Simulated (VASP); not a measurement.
# Ir in VASP: single point with PBE

Aim: the single point of Ir with PBE.

Everything below comes from runs of VASP 6.6.1. Logs are shortened: lines on timing, memory, paths and dates and some standing lists are left out, and cuts for length are marked.

## (1) The cell of the first run

The typed cell holds 2 atoms: a = 2.738 Å, b = 2.738 Å, c = 4.323 Å, α = 90.00°, β = 90.00°, γ = 120.00°.

This isn't the form of Ir at room conditions, which is fcc.

## (2) Single point, PBE

The input, POSCAR:

```
Ir
1.0
    2.7377870000      0.0000000000      0.0000000000
   -1.3688940000      2.3709970000      0.0000000000
    0.0000000000      0.0000000000      4.3230120000
Ir
2
Direct
    0.3333000000      0.6667000000      0.2500000000
    0.6666000000      0.3333000000      0.7500000000
```

The input, INCAR.step1:

```
SYSTEM = Ir
PREC = Accurate ; ENCUT = 520
EDIFF = 1E-6 ; ISMEAR = -1
SIGMA = 0.0714 ; LREAL = .FALSE.
LASPH = .TRUE. ; NELM = 100
ALGO = Normal ; ISIF = 2
LWAVE = .FALSE. ; LCHARG = .TRUE.
LMAXMIX = 4 ; GGA = PE
NBANDS = 16
```

The input, KPOINTS.step1:

```
Automatic mesh
0
G
  14 14 8
  0 0 0
```

The input, INCAR.step2:

```
SYSTEM = Ir
PREC = Accurate ; ENCUT = 520
EDIFF = 1E-6 ; ISMEAR = -5
SIGMA = 0.0714 ; LREAL = .FALSE.
LASPH = .TRUE. ; NELM = 100
ALGO = Normal ; ISIF = 2
LWAVE = .FALSE. ; LCHARG = .FALSE.
LMAXMIX = 4 ; GGA = PE
LORBIT = 11 ; NEDOS = 1001
ICHARG = 11
```

The input, KPOINTS.step2:

```
Automatic mesh
0
G
  21 21 12
  0 0 0
```

Potentials or basis: VASP PAW PBE potentials, release 64 (Ir).

Started as:

```bash
> cat potpaw_PBE.64/Ir/POTCAR > POTCAR
> cp INCAR.step1 INCAR
> cp KPOINTS.step1 KPOINTS
> mpirun -np 1 vasp_std > vasp.out
> cp INCAR.step2 INCAR
> cp KPOINTS.step2 KPOINTS
> mpirun -np 1 vasp_std > vasp.out
```

OUTCAR:

```text
SYSTEM = Ir
   PREC = Accurate
   ENCUT = 520
   EDIFF = 1E-6
   ISMEAR = -5
   LREAL = .FALSE.
   LASPH = .TRUE.
   NELM = 100
   ISIF = 2
   GGA = PE
   LORBIT = 11
   ICHARG = 11

 ion  position               nearest neighbor table
   1  0.333  0.667  0.250-   2 2.68   2 2.68   2 2.68   2 2.68   2 2.68   2 2.68
   2  0.667  0.333  0.750-   1 2.68   1 2.68   1 2.68   1 2.68   1 2.68   1 2.68

  LATTYP: Found a hexagonal cell.
 ALAT       =     2.7377870000
 C/A-ratio  =     1.5790169213

  Lattice vectors:

 A1 = (   2.7377870000,   0.0000000000,   0.0000000000)
 A2 = (  -1.3688940000,   2.3709970000,   0.0000000000)
 A3 = (   0.0000000000,   0.0000000000,   4.3230120000)

Analysis of symmetry for initial positions (statically):
=====================================================================
 Subroutine PRICEL returns:
 Original cell was already a primitive cell.

 Routine SETGRP: Setting up the symmetry group for a
 hexagonal supercell.

 Subroutine GETGRP returns: Found  8 space group operations
 (whereof  2 operations were pure point group operations)
 out of a pool of 24 trial point group operations.

The static configuration has the point symmetry C_2 .
 The point group associated with its full space group is D_2h.

Analysis of symmetry for dynamics (positions and initial velocities):
=====================================================================
 Subroutine PRICEL returns:
 Original cell was already a primitive cell.

 Routine SETGRP: Setting up the symmetry group for a
 hexagonal supercell.

 Subroutine GETGRP returns: Found  8 space group operations
 (whereof  2 operations were pure point group operations)
 out of a pool of 24 trial point group operations.

The dynamic configuration has the point symmetry C_2 .
 The point group associated with its full space group is D_2h.

 Subroutine INISYM returns: Found  8 space group operations
 (whereof  2 operations are pure point group operations),
 and found     1 'primitive' translations

----------------------------------------------------------------------------------------

                                     Primitive cell

  volume of cell :      28.0619

  direct lattice vectors                    reciprocal lattice vectors
     2.737787000  0.000000000  0.000000000     0.365258510  0.210881828  0.000000000
    -1.368894000  2.370997000  0.000000000     0.000000000  0.421763503  0.000000000
     0.000000000  0.000000000  4.323012000     0.000000000  0.000000000  0.231320200

  length of vectors
     2.737787000  2.737790634  4.323012000     0.421764063  0.421763503  0.231320200

  position of ions in fractional coordinates (direct lattice)
     0.333300000  0.666700000  0.250000000
     0.666600000  0.333300000  0.750000000

  ion indices of the primitive-cell ions
   primitive index   ion index
                 1           1
                 2           2

----------------------------------------------------------------------------------------

 KPOINTS: Automatic mesh

Automatic generation of k-mesh.
 Grid dimensions read from file:
 generate k-points for:   21   21   12

 Generating k-lattice:

  Cartesian coordinates                     Fractional coordinates (reciprocal lattice)
     0.017393262  0.010041992  0.000000000     0.047619048  0.000000000  0.000000000
     0.000000000  0.020083976  0.000000000     0.000000000  0.047619048  0.000000000
     0.000000000  0.000000000  0.019276683     0.000000000  0.000000000  0.083333333

  Length of vectors
     0.020084003  0.020083976  0.019276683

  Shift w.r.t. Gamma in fractional coordinates (k-lattice)
     0.000000000  0.000000000  0.000000000

 TETIRR: Found  13338 inequivalent tetrahedra from    31752

 Subroutine IBZKPT returns following result:
 ===========================================

 Found    847 irreducible k-points:

 Following reciprocal coordinates:
            Coordinates               Weight
  0.000000  0.000000  0.000000      1.000000
  0.047619  0.000000  0.000000      4.000000
  0.000000  0.047619  0.000000      2.000000
  0.095238 -0.000000  0.000000      4.000000
  0.000000  0.095238  0.000000      2.000000
  0.142857  0.000000  0.000000      4.000000
[... 16 lines left out ...]
 -0.095238  0.047619  0.000000      2.000000
  0.095238  0.047619  0.000000      4.000000
 [... further k-points ...]
   k-points           NKPTS =    847   k-points in BZ     NKDIM =    847   number of bands    NBANDS=     13
   number of dos      NEDOS =   1001   number of ions     NIONS =      2
   total plane-waves  NPLWV =  12800
   dimension x,y,z NGX =    20 NGY =   20 NGZ =   32
   dimension x,y,z NGXF=    40 NGYF=   40 NGZF=   64
   ions per type =               2
   NGX,Y,Z   is equivalent  to a cutoff of  12.14, 12.14, 12.31 a.u.
   NGXF,Y,Z  is equivalent  to a cutoff of  24.29, 24.29, 24.61 a.u.
 SYSTEM =  Ir
   PREC   = accura    normal or accurate (medium, high low for compatibility)
   ISTART =      0    job   : 0-new  1-cont  2-samecut
   ICHARG =     11    charge: 1-file 2-atom 10-const
   ISPIN  =      1    spin polarized calculation?
   LNONCOLLINEAR =      F non collinear calculations
   LSORBIT =      F    spin-orbit coupling
   LASPH  =      T    aspherical Exc in radial PAW
   ENCUT  =  520.0 eV  38.22 Ry    6.18 a.u.   5.09  5.09  8.04*2*pi/ulx,y,z
   NELM   =    100;   NELMIN=  2; NELMDL=  0     # of ELM steps
   EDIFF  = 0.1E-05   stopping-criterion for ELM
   LREAL  =      F    real-space projection
   EDIFFG = 0.1E-04   stopping-criterion for IOM
   NSW    =      0    number of steps for IOM
   IBRION =     -1    ionic relax: 0-MD 1-quasi-New 2-CG
   NFREE  =      0    steps in history (QN), initial steepest desc. (CG)
   ISIF   =      2    stress and relaxation
   ISYM   =      2    0-nonsym 1-usesym 2-fastsym
   POTIM  = 0.5000    time-step for ionic-motion
   TEBEG  =    0.0;   TEEND  =   0.0 temperature during run
   PSTRESS=    0.0 pullay stress
   NELECT =      18.0000    total number of electrons
   NUPDOWN=      -1.0000    fix difference up-down
   EMIN   =  10.00;   EMAX   =-10.00  energy-range for DOS
   EFERMI =   0.00;   METHOD = LEGACY
   ISMEAR =    -5;   SIGMA  =   0.07  broadening in eV -4-tet -1-fermi 0-gaus
   EFERMI_NEDOS =   21; number of points for ismear=-14 and -15
   IALGO  =     38    algorithm
   IMIX   =      4    mixing-type and parameters
     AMIX     =   0.40;   BMIX     =  1.00
     AMIX_MAG =   1.60;   BMIX_MAG =  1.00
  volume/ion in A,a.u.               =      14.03        94.69
  Fermi-wavevector in a.u.,A,eV,Ry     =   1.411865  2.668039 27.121363  1.993364
  Thomas-Fermi vector in A             =   2.533673
   LORBIT       =     11    0 simple, 1 ext, 2 COOP (PROOUT), +10 PAW based schemes
   GGA     = PE    functional components
   LHFCALC =     F    Hartree Fock is set to
   AEXX    =    0.0000 exact exchange contribution
   IVDW    =     0    specifies the selected vdW correction
   LEPSILON=     F    determine dielectric tensor
   LRPA    =     F    only Hartree local field effects (RPA)
 non-spin polarized calculation
 Fermi weights with tetrahedron method with Bloechl corrections
  energy-cutoff  :      520.00
  volume of cell :       28.06
 maximum number of plane-waves:       780

 number of electron      18.0000001 magnetization

 Free energy of the ion-electron system (eV)
  ---------------------------------------------------
  ext. energy  EPLUGINS =         0.00000000
  ---------------------------------------------------
  free energy    TOTEN  =       -17.48225493 eV

  energy without entropy =      -17.48225493  energy(sigma->0) =      -17.48225493

 E-fermi :  10.7170     XC(G=0): -14.0355

 val. band max:       10.7787352321   @ k =   0.3333   0.3333   0.0833
 cond. band min:      10.6296399870   @ k =  -0.2857   0.2381   0.4167
 fundamental gap:     -0.1490952452
 Fermi energy:        10.7169553007

 k-point     1 :       0.0000    0.0000    0.0000
  band No.  band energies     occupation
      1      -0.6586      2.00000
      2       2.4382      2.00000
      3       6.7524      2.00000
      4       6.7527      2.00000
      5       6.9377      2.00000
      6       7.4895      2.00000
      7       7.4898      2.00000
      8       8.0206      2.00000
      9       8.0217      2.00000
     10      10.1015      2.00000
     11      10.9402      0.00000
     12      10.9414      0.00000
     13      18.2146      0.00000

 k-point     2 :       0.0476    0.0000    0.0000
  band No.  band energies     occupation
      1      -0.5705      2.00000
      2       2.5147      2.00000
      3       6.5388      2.00000
      4       6.8263      2.00000
      5       7.1319      2.00000
      6       7.4420      2.00000
      7       7.5582      2.00000
      8       7.9330      2.00000
      9       7.9631      2.00000
     10       9.4488      2.00000
     11      10.9792      0.00000
     12      11.7133      0.00000
     13      18.2046      0.00000

 k-point     3 :       0.0000    0.0476    0.0000
  band No.  band energies     occupation
      1      -0.5705      2.00000
      2       2.5147      2.00000
      3       6.5386      2.00000
      4       6.8265      2.00000
      5       7.1318      2.00000
      6       7.4423      2.00000
      7       7.5579      2.00000
      8       7.9322      2.00000
      9       7.9639      2.00000
     10       9.4490      2.00000
     11      10.9784      0.00000
     12      11.7139      0.00000
     13      18.2046      0.00000

 k-point     4 :       0.0952   -0.0000    0.0000
  band No.  band energies     occupation
      1      -0.3111      2.00000
      2       2.7333      2.00000
      3       6.2280      2.00000
      4       7.0454      2.00000
      5       7.2774      2.00000
      6       7.4378      2.00000
      7       7.6031      2.00000
      8       7.7609      2.00000
      9       7.8043      2.00000
     10       8.7309      2.00000
     11      11.0806      0.00000
     12      12.8591      0.00000
     13      18.1700      0.00000

 k-point     5 :       0.0000    0.0952    0.0000
  band No.  band energies     occupation
      1      -0.3111      2.00000
      2       2.7333      2.00000
      3       6.2278      2.00000
      4       7.0456      2.00000
      5       7.2771      2.00000
      6       7.4383      2.00000
      7       7.6026      2.00000
      8       7.7606      2.00000
      9       7.8050      2.00000
     10       8.7309      2.00000
     11      11.0798      0.00000
     12      12.8597      0.00000
     13      18.1700      0.00000
[... 257 lines left out ...]
 k-point    22 :       0.0476    0.0476    0.0000
  band No.  band energies     occupation
      1      -0.3967      2.00000
      2       2.6627      2.00000
      3       6.3111      2.00000
      4       6.9760      2.00000
      5       7.3216      2.00000
      6       7.3511      2.00000
      7       7.7007      2.00000
      8       7.7799      2.00000
      9       7.7912      2.00000
     10       8.9036      2.00000
     11      11.0442      0.00000
     12      12.5446      0.00000
     13      18.1822      0.00000

 k-point    23 :      -0.0952    0.0476    0.0000
  band No.  band energies     occupation
      1      -0.3967      2.00000
      2       2.6627      2.00000
      3       6.3112      2.00000
      4       6.9759      2.00000
      5       7.3218      2.00000
      6       7.3509      2.00000
      7       7.7007      2.00000
      8       7.7792      2.00000
      9       7.7919      2.00000
     10       8.9033      2.00000
     11      11.0451      0.00000
     12      12.5440      0.00000
     13      18.1822      0.00000

 k-point    24 :       0.0952    0.0476    0.0000
  band No.  band energies     occupation
      1      -0.0587      2.00000
      2       2.9371      2.00000
      3       6.0073      2.00000
      4       7.1861      2.00000
      5       7.2734      2.00000
      6       7.2766      2.00000
      7       7.5766      2.00000
      8       7.5812      2.00000
      9       7.9892      2.00000
     10       8.4726      2.00000
     11      11.1536      0.00000
     12      13.6456      0.00000
     13      18.1315      0.00000

 [... further k-points ...]

------------------------ aborting loop because EDIFF is reached ----------------------------------------

  FORCE on cell =-STRESS in cart. coord.  units (eV):
  Direction    XX          YY          ZZ          XY          YZ          ZX
  --------------------------------------------------------------------------------------
  -------------------------------------------------------------------------------------
  Total        2.0042326      1.9977034      3.8810772     -0.0000004      0.0000000      0.0000000
  in kB      114.4304492    114.0576671    221.5877554     -0.0000241      0.0000000      0.0000000
  external PRESSURE =     150.0252906 kB  Pullay stress =       0.0000000 kB

 VOLUME and BASIS-vectors are now :
 -----------------------------------------------------------------------------
  energy-cutoff  :      520.00
  volume of cell :       28.06
      direct lattice vectors                 reciprocal lattice vectors
     2.737787000  0.000000000  0.000000000     0.365258510  0.210881828  0.000000000
    -1.368894000  2.370997000  0.000000000     0.000000000  0.421763503  0.000000000
     0.000000000  0.000000000  4.323012000     0.000000000  0.000000000  0.231320200

 POSITION                                       TOTAL-FORCE (eV/Angst)
 -----------------------------------------------------------------------------------
     -0.00014      1.58074      1.08075        -0.000000      0.000910     -0.000000
      1.36876      0.79025      3.24226         0.000000     -0.000910      0.000000
 -----------------------------------------------------------------------------------
    total drift:                               -0.000000     -0.000000     -0.000000

  FREE ENERGIE OF THE ION-ELECTRON SYSTEM (eV)
  ---------------------------------------------------
  free  energy   TOTEN  =       -17.4822549279 eV

  energy  without entropy=      -17.4822549279  energy(sigma->0) =      -17.48225493

 total charge

# of ion       s       p       d       tot
------------------------------------------
    1        0.675   0.758   7.001   8.434
    2        0.675   0.758   7.001   8.434
--------------------------------------------------
tot          1.351   1.517  14.001  16.869
```

It took 4.5 min on 1 thread of Intel Xeon Platinum 8259CL at 2.50GHz (Skylake/Cascade Lake), shared host; peak memory 0.4 GiB.

What came out:

* Valence electrons inside the program's atomic spheres: Ir 8.43

Caveat: spin-orbit coupling is left out, which moves the levels of the heavy elements; tetrahedron occupations give inexact forces and stress in metals.
